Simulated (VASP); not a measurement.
# Mg5Cd3O8 (P1) in VASP: a series of runs, part 2 of 2

VASP 6.6.1. The steps go on from the part before.

## Step 3: Single point, PBEsol

Contents of INCAR:

```
SYSTEM = Mg5Cd3O8
ALGO = Normal
EDIFF = 1E-7
ENCUT = 520
GGA = PS
ISIF = 2
ISMEAR = -1
ISYM = 0
LASPH = .TRUE.
LCHARG = .FALSE.
LREAL = Auto
LWAVE = .FALSE.
NBANDS = 226
NELM = 80
PREC = Accurate
SIGMA = 0.05
```

Contents of KPOINTS:

```
Automatic mesh
0
Gamma
  1 1 1
  0.25 0.25 0.25
```

Contents of POSCAR:

```
Mg5Cd3O8
1.0
    8.8609248801      0.0000000000      0.0000000000
    0.0000000000      8.8609248801      0.0000000000
    0.0000000000      0.0000000000      8.8609248801
O Cd Mg
32 12 20
Direct
    0.2525370000      0.9987600000      0.9850630000
    0.2515590000      0.0007310000      0.5119070000
    0.2600130000      0.4969170000      0.9936520000
    0.2519560000      0.5000840000      0.5028130000
    0.7482770000      0.0125860000      0.9969870000
    0.7509170000      0.0030030000      0.5053320000
    0.7334430000      0.4864900000      0.9857510000
    0.7476850000      0.5004600000      0.5124070000
    0.0009560000      0.2487340000      0.9953760000
    0.0012860000      0.2378800000      0.5036030000
    0.0132570000      0.7500470000      0.9842370000
    0.0035920000      0.7669180000      0.5125690000
    0.4964120000      0.2584340000      0.9855610000
    0.4989920000      0.2383750000      0.5124130000
    0.4851310000      0.7341080000      0.9970470000
    0.4985270000      0.7668270000      0.5019800000
    0.9897010000      0.0136440000      0.2670310000
    0.9994200000      0.0040010000      0.7382830000
    0.0105490000      0.4848040000      0.2493430000
    0.9990850000      0.4949870000      0.7486650000
    0.5159680000      0.0024010000      0.2671880000
    0.5030720000      0.0131750000      0.7388380000
    0.4860740000      0.4968570000      0.2326770000
    0.4985290000      0.4856870000      0.7582280000
    0.2364670000      0.2592430000      0.2488690000
    0.2453100000      0.2508110000      0.7486610000
    0.2466870000      0.7353760000      0.2498910000
    0.2373030000      0.7462040000      0.7468600000
    0.7641340000      0.2411150000      0.2537100000
    0.7546390000      0.2489310000      0.7477600000
    0.7539730000      0.7640220000      0.2658420000
    0.7649360000      0.7525280000      0.7392670000
    0.0002550000      0.0010000000      0.9998680000
    0.9999620000      0.4979010000      0.9975640000
    0.0006150000      0.5008900000      0.5005980000
    0.5002220000      0.0010090000      0.9980650000
    0.4990440000      0.4991630000      0.5004190000
    0.7492830000      0.7491610000      0.9969300000
    0.2499890000      0.0006100000      0.2525250000
    0.7486000000      0.4974400000      0.2487650000
    0.0013420000      0.7521440000      0.2527020000
    0.4998290000      0.2493800000      0.2492930000
    0.4990970000      0.7498300000      0.2505510000
    0.4998310000      0.7495900000      0.7485110000
    0.0000140000      0.0033290000      0.5049050000
    0.5019050000      0.0036500000      0.5056750000
    0.4948610000      0.4935090000      0.9928680000
    0.2489930000      0.2541150000      0.9926280000
    0.2476000000      0.2474600000      0.5053390000
    0.2495220000      0.7421030000      0.9910010000
    0.2476810000      0.7533630000      0.5065210000
    0.7501280000      0.2495190000      0.9928480000
    0.7533210000      0.2440220000      0.5055220000
    0.7535960000      0.7603110000      0.5057480000
    0.2473870000      0.0035230000      0.7464060000
    0.2492450000      0.4961710000      0.2454640000
    0.2490380000      0.4962010000      0.7497160000
    0.7533160000      0.0059580000      0.2614390000
    0.7532630000      0.0059230000      0.7444300000
    0.7499500000      0.4935350000      0.7489460000
    0.0005450000      0.2476190000      0.2545250000
    0.0004580000      0.2475710000      0.7468720000
    0.0019260000      0.7543260000      0.7456540000
    0.4991820000      0.2492790000      0.7486860000
```

Potentials or basis: VASP PAW PBE potentials, release 64 (O, Cd, Mg).

The run is started by

```sh
$ cat potpaw_PBE.64/O/POTCAR potpaw_PBE.64/Cd/POTCAR potpaw_PBE.64/Mg/POTCAR > POTCAR
$ mpirun -np 1 vasp_std > vasp.out
```

OUTCAR:

```text
SYSTEM = Mg5Cd3O8
   EDIFF = 1E-7
   ENCUT = 520
   GGA = PS
   ISIF = 2
   ISMEAR = -1
   ISYM = 0
   LASPH = .TRUE.
   LREAL = Auto
   NELM = 80
   PREC = Accurate

 ion  position               nearest neighbor table
   1  0.253  0.999  0.985-  55 2.12  36 2.20  33 2.24  48 2.26  50 2.27  39 2.37
   2  0.252  0.001  0.512-  55 2.08  49 2.19  51 2.19  46 2.22  45 2.23  39 2.30
   3  0.260  0.497  0.994-  47 2.08  48 2.15  57 2.16  50 2.17  56 2.23  34 2.30
   4  0.252  0.500  0.503-  57 2.19  37 2.19  35 2.23  49 2.24  51 2.24  56 2.28
   5  0.748  0.013  0.997-  52 2.10  36 2.20  33 2.24  59 2.24  38 2.33  58 2.34
   6  0.751  0.003  0.505-  59 2.12  53 2.14  54 2.15  58 2.16  46 2.21  45 2.21
[... 76 lines left out ...]
  58  0.753  0.006  0.261-  29 2.09  17 2.10  21 2.10  31 2.14   6 2.16   5 2.34  53 3.02  61 3.06
                            54 3.07  45 3.07  46 3.11  42 3.12  41 3.15  33 3.19  43 3.20  52 3.21
  59  0.753  0.006  0.744-   6 2.12  30 2.15  18 2.18  22 2.22   5 2.24  32 2.25  53 2.99  54 3.03
                            45 3.05  62 3.06  46 3.07  52 3.08  64 3.12  63 3.13  33 3.15  36 3.17
  60  0.750  0.494  0.749-   8 2.10   7 2.10  30 2.17  20 2.21  24 2.23  32 2.30  52 3.06  53 3.09
                            64 3.10  62 3.11  34 3.12  35 3.13  47 3.13  37 3.13  38 3.16  44 3.17
[... 268 lines left out ...]
      3     -14.3170      2.00000
      4     -14.3004      2.00000
      5     -14.1559      2.00000
      6     -14.1059      2.00000
[... 801 lines left out ...]
    199       8.5885      0.00000
    200       8.7374      0.00000
 [bands above 200 left out]

------------------------ aborting loop because EDIFF is reached ----------------------------------------

  FORCE on cell =-STRESS in cart. coord.  units (eV):
  Direction    XX          YY          ZZ          XY          YZ          ZX
  --------------------------------------------------------------------------------------
  -------------------------------------------------------------------------------------
  Total        3.0754856      2.2991140      2.5509954      0.1365947      0.2725064      0.3856946
  in kB        7.0825087      5.2946093      5.8746648      0.3145627      0.6275527      0.8882127
  external PRESSURE =       6.0839276 kB  Pullay stress =       0.0000000 kB

 VOLUME and BASIS-vectors are now :
 -----------------------------------------------------------------------------
  energy-cutoff  :      520.00
  volume of cell :      695.72
      direct lattice vectors                 reciprocal lattice vectors
     8.860924880  0.000000000  0.000000000     0.112855036  0.000000000  0.000000000
     0.000000000  8.860924880  0.000000000     0.000000000  0.112855036  0.000000000
     0.000000000  0.000000000  8.860924880     0.000000000  0.000000000  0.112855036

 POSITION                                       TOTAL-FORCE (eV/Angst)
 -----------------------------------------------------------------------------------
      2.23771      8.84994      8.72857        -0.003025     -0.001115     -0.054092
      2.22905      0.00648      4.53597         0.000803     -0.016115      0.065413
      2.30396      4.40314      8.80468         0.072986     -0.010630     -0.018253
      2.23256      4.43121      4.45539        -0.015709     -0.000021     -0.008667
      6.63043      0.11152      8.83423         0.007055      0.070295     -0.003467
      6.65382      0.02661      4.47771        -0.004677     -0.002588     -0.002503
[... 56 lines left out ...]
      0.01707      6.68403      6.60718         0.005182      0.001543     -0.007221
      4.42321      2.20884      6.63405         0.000959      0.001277      0.000685
 -----------------------------------------------------------------------------------
    total drift:                                0.005808      0.011020      0.012843

  FREE ENERGIE OF THE ION-ELECTRON SYSTEM (eV)
  ---------------------------------------------------
  free  energy   TOTEN  =      -347.0999535646 eV

  energy  without entropy=     -347.0999535640  energy(sigma->0) =     -347.09995356
```

stdout:

```text
POSCAR found type information on POSCAR O CdMg
 POSCAR found :  3 types and      64 ions
 scaLAPACK will be used
 -----------------------------------------------------------------------------
|                                                                             |
|                                                                             |
|     You enforced a specific xc type in the INCAR file but a different       |
|     I HOPE YOU KNOW WHAT YOU ARE DOING!                                     |
|                                                                             |
 -----------------------------------------------------------------------------

 LDA part: xc-table for (Slater+PW92), standard interpolation
 POSCAR, INCAR and KPOINTS ok, starting setup
 FFT: planning ... GRIDC
 FFT: planning ... GRID_SOFT
 FFT: planning ... GRID
 WAVECAR not read
 entering main loop
```

Run time: 18 min. Hardware: 1 thread of Intel Xeon 6975P-C (Granite Rapids), shared host; peak memory 0.93 GiB.

What came out:

```
Free energy            : -347.1000 eV
Pressure               : 0.6 GPa
Largest force          : 0.135 eV/Å
Band gap on the k mesh : 2.27 eV (least direct gap 2.28 eV)
```

Forces in eV/Å, atoms in the order of the input:
```
O   -0.003 -0.001 -0.054
O    0.001 -0.016  0.065
O    0.073 -0.011 -0.018
O   -0.016  0.000 -0.009
O    0.007  0.070 -0.003
O   -0.005 -0.003 -0.003
O   -0.050 -0.037 -0.035
O    0.003 -0.002  0.069
O   -0.006  0.004  0.001
O    0.012 -0.059  0.013
O    0.091 -0.006 -0.071
O   -0.031  0.044  0.052
O   -0.004  0.096 -0.066
O    0.005 -0.082  0.069
O   -0.051 -0.054  0.046
O   -0.014  0.064 -0.039
O   -0.107  0.064  0.053
O    0.012  0.016 -0.060
O    0.099 -0.077 -0.002
O   -0.004  0.000  0.005
O    0.052 -0.051  0.049
O    0.002  0.068 -0.088
O   -0.054  0.048 -0.056
O   -0.002 -0.066  0.094
O   -0.074  0.096 -0.003
O   -0.001  0.003  0.001
O    0.039 -0.068  0.009
O   -0.057  0.008  0.024
O    0.071 -0.096  0.002
O    0.002 -0.001  0.000
O   -0.051  0.047  0.045
O    0.066 -0.002 -0.093
Cd  -0.002 -0.007  0.014
Cd  -0.009  0.009  0.006
Cd  -0.004  0.010 -0.008
Cd   0.002 -0.013  0.018
Cd   0.003  0.009 -0.016
Cd   0.000 -0.004  0.016
Cd   0.006 -0.008 -0.009
Cd  -0.003  0.014 -0.006
Cd  -0.006 -0.004 -0.012
Cd   0.001 -0.002 -0.006
Cd   0.004 -0.001 -0.007
Cd   0.005 -0.006  0.005
Mg  -0.007  0.003  0.010
Mg   0.006  0.007  0.010
Mg  -0.008 -0.011 -0.008
Mg  -0.001  0.013 -0.009
Mg  -0.008 -0.005  0.010
Mg  -0.003 -0.007 -0.014
Mg  -0.006  0.006  0.008
Mg   0.003  0.002 -0.009
Mg   0.005 -0.016  0.011
Mg   0.010  0.013  0.012
Mg  -0.009  0.004 -0.009
Mg  -0.005 -0.007 -0.004
Mg  -0.002 -0.004  0.009
Mg   0.008  0.012  0.011
Mg   0.007  0.011 -0.016
Mg   0.004 -0.013  0.003
Mg   0.001 -0.003  0.001
Mg  -0.001 -0.005 -0.004
Mg   0.005  0.002 -0.007
Mg   0.001  0.001  0.001
```

Caveat: the PAW data sets were made with another functional, which shifts forces and pressure a little; a shifted mesh leaves out Γ, where band edges can lie. A k mesh can miss the band edges.
